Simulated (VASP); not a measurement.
# Ge (C2/m) in VASP: further runs

Ge is run at these levels: r2SCAN; tasks: single point.

All numbers are computed with VASP 6.6.1; they aren't measurements. Logs are shortened: lines on timing, memory, paths and dates and some standing lists are left out, and cuts for length are marked.

### 1 The cell of the first run

The structure is monoclinic, space group C2/m (No. 12). The conventional cell has a = 5.203 Å, b = 2.794 Å, c = 2.699 Å, α = 90.00°, β = 92.86°, γ = 90.00°. Within 3.6 Å of Ge (site symmetry 2/m) lie 8 Ge at 2.70 to 2.95 Å.

### 2 Single point, r2SCAN (strain -0.0500 x Voigt [0, 0, 0, 1, 0, 0])

File POSCAR:

```
Ge
1.0
    1.3971490000     -2.6005160000      0.0650129000
    1.3971490000      2.6005160000     -0.0650129000
    0.0000000000     -0.0674557750      2.6982310000
Ge
1
Direct
    0.5000000000      0.5000000000      0.0000000000
```

File INCAR.step1:

```
  PREC = Accurate
  ENCUT = 550
  ISMEAR = 0
  SIGMA = 0.15
  LREAL = False
  LASPH = True
  NELM = 120
  NBANDS = 13
  GGA = PE
  ALGO = Normal
  EDIFF = 1E-5
  LWAVE = True
  LCHARG = False
  GGA_COMPAT = False
```

File INCAR.step2:

```
  PREC = Accurate
  ENCUT = 550
  EDIFF = 1E-6
  ISMEAR = 0
  SIGMA = 0.15
  LREAL = False
  LASPH = True
  NELM = 120
  ALGO = Normal
  ISIF = 2
  LWAVE = False
  LCHARG = False
  METAGGA = R2SCAN
  LMIXTAU = True
  NBANDS = 13
  ISTART = 1
  GGA_COMPAT = False
```

File KPOINTS:

```
regular mesh
0
Gamma
  20 20 18
```

Potentials or basis: VASP PAW PBE potentials, release 64 (Ge_d).

Run with:

```sh
cat potpaw_PBE.64/Ge_d/POTCAR > POTCAR
cp INCAR.step1 INCAR
mpirun -np 1 vasp_std > vasp.out
cp INCAR.step2 INCAR
mpirun -np 1 vasp_std > vasp.out
```

OUTCAR:

```text
PREC = Accurate
   ENCUT = 550
   EDIFF = 1E-6
   ISMEAR = 0
   LREAL = False
   LASPH = True
   NELM = 120
   ISIF = 2
   METAGGA = R2SCAN
   ISTART = 1

 ion  position               nearest neighbor table
   1  0.500  0.500  0.000-

  LATTYP: Found a base centered monoclinic cell.
 ALAT       =     5.2026570686
 B/A-ratio  =     0.5370905603
 C/A-ratio  =     0.5187876175
 COS(beta)  =    -0.0499687695

  Lattice vectors:

 A1 = (   1.3971490000,   2.6005160000,  -0.0650129000)
 A2 = (  -1.3971490000,   2.6005160000,  -0.0650129000)
 A3 = (   0.0000000000,  -0.0674557750,   2.6982310000)

Analysis of symmetry for initial positions (statically):
=====================================================================
 Subroutine PRICEL returns:
 Original cell was already a primitive cell.

 Routine SETGRP: Setting up the symmetry group for a
 base centered monoclinic supercell.

 Subroutine GETGRP returns: Found  4 space group operations
 (whereof  4 operations were pure point group operations)
 out of a pool of  4 trial point group operations.

The static configuration has the point symmetry C_2h.

Analysis of symmetry for dynamics (positions and initial velocities):
=====================================================================
 Subroutine PRICEL returns:
 Original cell was already a primitive cell.

 Routine SETGRP: Setting up the symmetry group for a
 base centered monoclinic supercell.

 Subroutine GETGRP returns: Found  4 space group operations
 (whereof  4 operations were pure point group operations)
 out of a pool of  4 trial point group operations.

The dynamic configuration has the point symmetry C_2h.

 Subroutine INISYM returns: Found  4 space group operations
 (whereof  4 operations are pure point group operations),
 and found     1 'primitive' translations

----------------------------------------------------------------------------------------

                                     Primitive cell

  volume of cell :      19.5948

  direct lattice vectors                    reciprocal lattice vectors
     1.397149000 -2.600516000  0.065012900     0.357871637 -0.192389778 -0.004809744
     1.397149000  2.600516000 -0.065012900     0.357871637  0.192389778  0.004809744
     0.000000000 -0.067455775  2.698231000     0.000000000  0.009271124  0.370844969

  length of vectors
     2.952784359  2.952784359  2.699074065     0.406336153  0.406336153  0.370960840

  position of ions in fractional coordinates (direct lattice)
     0.500000000  0.500000000  0.000000000

  ion indices of the primitive-cell ions
   primitive index   ion index
                 1           1

----------------------------------------------------------------------------------------

 KPOINTS: regular mesh

Automatic generation of k-mesh.
 Grid dimensions read from file:
 generate k-points for:   20   20   18

 Generating k-lattice:

  Cartesian coordinates                     Fractional coordinates (reciprocal lattice)
     0.017893582 -0.009619489 -0.000240487     0.050000000  0.000000000 -0.000000000
     0.017893582  0.009619489  0.000240487     0.000000000  0.050000000  0.000000000
     0.000000000  0.000515062  0.020602498     0.000000000 -0.000000000  0.055555556

  Length of vectors
     0.020316808  0.020316808  0.020608936

  Shift w.r.t. Gamma in fractional coordinates (k-lattice)
     0.000000000  0.000000000  0.000000000

 Subroutine IBZKPT returns following result:
 ===========================================

 Found   1902 irreducible k-points:

 Following reciprocal coordinates:
            Coordinates               Weight
  0.000000  0.000000  0.000000      1.000000
  0.050000  0.000000  0.000000      4.000000
  0.100000  0.000000  0.000000      4.000000
  0.150000  0.000000  0.000000      4.000000
  0.200000  0.000000  0.000000      4.000000
  0.250000  0.000000  0.000000      4.000000
[... 16 lines left out ...]
 -0.400000  0.050000 -0.000000      4.000000
 -0.350000  0.050000 -0.000000      4.000000
 [... further k-points ...]
   k-points           NKPTS =   1902   k-points in BZ     NKDIM =   1902   number of bands    NBANDS=     13
   number of dos      NEDOS =    301   number of ions     NIONS =      1
   total plane-waves  NPLWV =  13824
   dimension x,y,z NGX =    24 NGY =   24 NGZ =   24
   dimension x,y,z NGXF=    48 NGYF=   48 NGZF=   48
   ions per type =               1
   NGX,Y,Z   is equivalent  to a cutoff of  13.51, 13.51, 14.78 a.u.
   NGXF,Y,Z  is equivalent  to a cutoff of  27.02, 27.02, 29.56 a.u.
 SYSTEM =  unknown system
   PREC   = accura    normal or accurate (medium, high low for compatibility)
   ISTART =      1    job   : 0-new  1-cont  2-samecut
   ICHARG =      0    charge: 1-file 2-atom 10-const
   ISPIN  =      1    spin polarized calculation?
   LNONCOLLINEAR =      F non collinear calculations
   LSORBIT =      F    spin-orbit coupling
   LASPH  =      T    aspherical Exc in radial PAW
   ENCUT  =  550.0 eV  40.42 Ry    6.36 a.u.   5.65  5.65  5.16*2*pi/ulx,y,z
   NELM   =    120;   NELMIN=  2; NELMDL=  0     # of ELM steps
   EDIFF  = 0.1E-05   stopping-criterion for ELM
   LREAL  =      F    real-space projection
   EDIFFG = 0.1E-04   stopping-criterion for IOM
   NSW    =      0    number of steps for IOM
   IBRION =     -1    ionic relax: 0-MD 1-quasi-New 2-CG
   NFREE  =      0    steps in history (QN), initial steepest desc. (CG)
   ISIF   =      2    stress and relaxation
   ISYM   =      2    0-nonsym 1-usesym 2-fastsym
   POTIM  = 0.5000    time-step for ionic-motion
   TEBEG  =    0.0;   TEEND  =   0.0 temperature during run
   PSTRESS=    0.0 pullay stress
   NELECT =      14.0000    total number of electrons
   NUPDOWN=      -1.0000    fix difference up-down
   EMIN   =  10.00;   EMAX   =-10.00  energy-range for DOS
   EFERMI =   0.00;   METHOD = LEGACY
   ISMEAR =     0;   SIGMA  =   0.15  broadening in eV -4-tet -1-fermi 0-gaus
   EFERMI_NEDOS =   21; number of points for ismear=-14 and -15
   IALGO  =     38    algorithm
   IMIX   =      4    mixing-type and parameters
     AMIX     =   0.40;   BMIX     =  1.00
     AMIX_MAG =   1.60;   BMIX_MAG =  1.00
  volume/ion in A,a.u.               =      19.59       132.23
  Fermi-wavevector in a.u.,A,eV,Ry     =   1.463539  2.765687 29.142940  2.141946
  Thomas-Fermi vector in A             =   2.579622
   LORBIT       =      0    0 simple, 1 ext, 2 COOP (PROOUT), +10 PAW based schemes
   METAGGA = R2SCAN    functional components
   LHFCALC =     F    Hartree Fock is set to
   AEXX    =    0.0000 exact exchange contribution
   IVDW    =     0    specifies the selected vdW correction
   LEPSILON=     F    determine dielectric tensor
   LRPA    =     F    only Hartree local field effects (RPA)
 non-spin polarized calculation
 Gauss-broadening in eV      SIGMA  =   0.15
  energy-cutoff  :      550.00
  volume of cell :       19.59
 maximum number of plane-waves:       590
   NGX = 11   NGY = 11   NGZ = 11

 number of electron      14.0000004 magnetization

 Free energy of the ion-electron system (eV)
  ---------------------------------------------------
  ext. energy  EPLUGINS =         0.00000000
  ---------------------------------------------------
  free energy    TOTEN  =       -13.47265405 eV

  energy without entropy =      -13.46849734  energy(sigma->0) =      -13.47057570

 E-fermi :   6.1274     XC(G=0): -12.0806

 val. band max:        6.1252846665   @ k =   0.2500  -0.3000   0.1667
 cond. band min:       6.1326126824   @ k =   0.4000   0.3500   0.3889
 fundamental gap:      0.0073280159
 Fermi energy:         6.1274161154

 k-point     1 :       0.0000    0.0000    0.0000
  band No.  band energies     occupation
      1     -19.3790      2.00000
      2     -19.3139      2.00000
      3     -19.2598      2.00000
      4     -19.1507      2.00000
      5     -19.1307      2.00000
      6      -7.3939      2.00000
      7      13.0793      0.00000
      8      13.6888      0.00000
      9      15.2132      0.00000
     10      16.7148      0.00000
     11      19.4092      0.00000
     12      21.9069      0.00000
     13      22.2374      0.00000

 k-point     2 :       0.0500    0.0000    0.0000
  band No.  band energies     occupation
      1     -19.3770      2.00000
      2     -19.3110      2.00000
      3     -19.2603      2.00000
      4     -19.1511      2.00000
      5     -19.1320      2.00000
      6      -7.3298      2.00000
      7      13.0989      0.00000
      8      13.4598      0.00000
      9      14.5365      0.00000
     10      16.9917      0.00000
     11      19.5251      0.00000
     12      20.7709      0.00000
     13      22.6341      0.00000

 k-point     3 :       0.1000    0.0000    0.0000
  band No.  band energies     occupation
      1     -19.3716      2.00000
      2     -19.3031      2.00000
      3     -19.2610      2.00000
      4     -19.1523      2.00000
      5     -19.1358      2.00000
      6      -7.1377      2.00000
      7      12.4742      0.00000
      8      13.2882      0.00000
      9      13.4821      0.00000
     10      17.2995      0.00000
     11      18.9705      0.00000
     12      20.9158      0.00000
     13      23.6836      0.00000
[... 305 lines left out ...]
 k-point    23 :      -0.4000    0.0500   -0.0000
  band No.  band energies     occupation
      1     -19.3479      2.00000
      2     -19.2732      2.00000
      3     -19.1864      2.00000
      4     -19.1791      2.00000
      5     -19.1579      2.00000
      6      -3.8681      2.00000
      7       3.2700      2.00000
      8       9.3378      0.00000
      9      15.3500      0.00000
     10      16.1668      0.00000
     11      21.2018      0.00000
     12      25.4187      0.00000
     13      27.0787      0.00000

 k-point    24 :      -0.3500    0.0500   -0.0000
  band No.  band energies     occupation
      1     -19.3466      2.00000
      2     -19.2787      2.00000
      3     -19.2022      2.00000
      4     -19.1748      2.00000
      5     -19.1556      2.00000
      6      -4.7169      2.00000
      7       4.8512      2.00000
      8       9.6497      0.00000
      9      15.4919      0.00000
     10      15.8311      0.00000
     11      20.4007      0.00000
     12      26.6692      0.00000
     13      28.0784      0.00000

 [... further k-points ...]
[... 5 lines left out ...]
  --------------------------------------------------------------------------------------
  -------------------------------------------------------------------------------------
  Total       -0.3076990     -0.4340291     -0.4273857      0.0000000      0.2580383      0.0000000
  in kB      -25.1592003    -35.4886560    -34.9454585      0.0000000     21.0986610      0.0000000
  external PRESSURE =     -31.8644383 kB  Pullay stress =       0.0000000 kB

 VOLUME and BASIS-vectors are now :
 -----------------------------------------------------------------------------
  energy-cutoff  :      550.00
  volume of cell :       19.59
      direct lattice vectors                 reciprocal lattice vectors
     1.397149000 -2.600516000  0.065012900     0.357871637 -0.192389778 -0.004809744
     1.397149000  2.600516000 -0.065012900     0.357871637  0.192389778  0.004809744
     0.000000000 -0.067455775  2.698231000     0.000000000  0.009271124  0.370844969

 POSITION                                       TOTAL-FORCE (eV/Angst)
 -----------------------------------------------------------------------------------
      1.39715      0.00000      0.00000         0.000000      0.000000      0.000000
 -----------------------------------------------------------------------------------
    total drift:                               -0.000000     -0.000000     -0.000000

  FREE ENERGIE OF THE ION-ELECTRON SYSTEM (eV)
  ---------------------------------------------------
  free  energy   TOTEN  =       -13.4726540489 eV

  energy  without entropy=      -13.4684973436  energy(sigma->0) =      -13.47057570
```

It took 6.2 min on 1 thread of Intel Xeon 6975P-C (Granite Rapids), shared host; peak memory 0.55 GiB.

What came out:

```yaml
Free_energy: -13.4727 eV
Pressure: -3.2 GPa
Band_gap_on_the_k_mesh: zero (bands 7 and 8 overlap by 10.07 eV)
```

Stress tensor (GPa, compression positive):
```
-2.52  0.00  0.00
 0.00 -3.55  2.11
 0.00  2.11 -3.49
```

Caveat: the cell differs from its parent crystal (strain -0.0500 x Voigt [0, 0, 0, 1, 0, 0]); the cell stands under tension; the PAW data sets were made with another functional, which shifts forces and pressure a little.

### 3 Single point, r2SCAN (strain -0.1000 x Voigt [0, 0, 0, 1, 0, 0])

File POSCAR:

```
Ge
1.0
    1.3971490000     -2.6005160000      0.1300258000
    1.3971490000      2.6005160000     -0.1300258000
    0.0000000000     -0.1349115500      2.6982310000
Ge
1
Direct
    0.5000000000      0.5000000000      0.0000000000
```

File INCAR.step1:

```
ALGO = Normal
EDIFF = 1E-5
ENCUT = 550
GGA = PE
GGA_COMPAT = F
ISMEAR = 0
LASPH = T
LCHARG = F
LREAL = F
LWAVE = T
NBANDS = 13
NELM = 120
PREC = Accurate
SIGMA = 0.15
```

File INCAR.step2:

```
ALGO = Normal
EDIFF = 1E-6
ENCUT = 550
GGA_COMPAT = F
ISIF = 2
ISMEAR = 0
ISTART = 1
LASPH = T
LCHARG = F
LMIXTAU = T
LREAL = F
LWAVE = F
METAGGA = R2SCAN
NBANDS = 13
NELM = 120
PREC = Accurate
SIGMA = 0.15
```

File KPOINTS:

```
k-points
0
Gamma
  20 20 18
```

Potentials or basis: VASP PAW PBE potentials, release 64 (Ge_d).

Run with:

```sh
cat potpaw_PBE.64/Ge_d/POTCAR > POTCAR
cp INCAR.step1 INCAR
mpirun -np 1 vasp_std > vasp.out
cp INCAR.step2 INCAR
mpirun -np 1 vasp_std > vasp.out
```

It took 5.9 min on 1 thread of Intel Xeon 6975P-C (Granite Rapids), shared host; peak memory 0.56 GiB.

It converged, with:

```yaml
Free_energy: -13.4537 eV
Pressure: -2.9 GPa
Band_gap_on_the_k_mesh: zero (bands 7 and 8 overlap by 9.98 eV)
```

Stress tensor (GPa, compression positive):
```
-2.52  0.00  0.00
 0.00 -3.15  4.19
 0.00  4.19 -3.14
```

Levels at points of the mesh, in eV from the Fermi level:
```csv
k point,band 5,band 6,band 7,band 8,band 9,band 10
"(0.00, 0.00, 0.00)",-25.26,-13.53,6.92,7.75,9.11,10.69
"(0.50, 0.00, 0.00)",-25.28,-8.15,-5.59,3.65,7.99,10.99
"(0.50, 0.50, 0.00)",-25.26,-9.03,-5.80,5.46,9.60,9.85
"(0.00, 0.00, 0.50)",-25.29,-9.53,-5.94,10.10,12.05,15.61
"(0.50, 0.00, 0.50)",-25.18,-3.70,-2.66,-1.57,4.17,6.38
"(0.50, 0.50, 0.50)",-25.21,-4.86,-3.37,-1.62,3.96,8.56
```

Caveat: the cell differs from its parent crystal (strain -0.1000 x Voigt [0, 0, 0, 1, 0, 0]); the PAW data sets were made with another functional, which shifts forces and pressure a little.
